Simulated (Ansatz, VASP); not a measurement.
**Mo: VASP beside Ansatz**

INCAR

```
SYSTEM = Mo
PREC = Accurate
ENCUT = 520
EDIFF = 1E-7
ISMEAR = 0
SIGMA = 0.15
LREAL = .FALSE.
LASPH = .TRUE.
NELM = 80
ALGO = Fast
ISIF = 2
LWAVE = .FALSE.
LCHARG = .FALSE.
GGA = PE
NBANDS = 13
```

Contents of KPOINTS:

```
regular mesh
0
G
  20 20 20
  0 0 0
```

File POSCAR:

```
Mo
1.0
   -1.3642824491      1.6803263361      1.6960495195
    1.3642824491     -1.6803263361      1.6960495195
    1.3642824491      1.6803263361     -1.6960495195
Mo
1
Direct
    0.0000000000      0.0000000000      0.0000000000
```

Input for Ansatz:

```yaml
crystal:
  lattice:
    - [-1.3642824491, 1.6803263361, 1.6960495195]
    - [1.3642824491, -1.6803263361, 1.6960495195]
    - [1.3642824491, 1.6803263361, -1.6960495195]
  atoms:
    - { symbol: Mo, position: [0.0, 0.0, 0.0] }
basis:
  ecutwfc: 420
kpoints:
  mp_grid: { grid: [20, 20, 20] }
hamiltonian:
  xc: pbe
scf:
  occupations: { method: gaussian, width: 0.15 }
output:
  forces: true
  stress: true
  eigenvalues: true
```

Change from the starting cell: strain +e along x and -e along y -0.1000, strain +e along z and -e/2 along x and y +0.0733.

Alike in both runs: task single point; functional PBE; k mesh 20 × 20 × 20; occupations gaussian, width 0.15 eV; no spin polarisation.

|  | VASP | Ansatz |
| --- | --- | --- |
| version | VASP 6.6.1 | Ansatz 0.2.0 |
| potentials or method | VASP PAW PBE potentials, release 64 (Mo_sv), cutoff 520 eV | scalar-relativistic, plane waves, PAW |
| valence electrons in the cell | 14 | 14 |

|  | VASP | Ansatz | Ansatz less VASP |
| --- | --- | --- | --- |
| gap on the k mesh at the Fermi level (eV) | none | none | - |
| pressure (GPa) | 9.7 | 9.2 | -0.56 |
| traceless stress, the component that is largest in VASP (GPa) | 21.10 | 21.05 | -0.049 |

A gap of «none» marks a metal or a gap that the smearing closes.
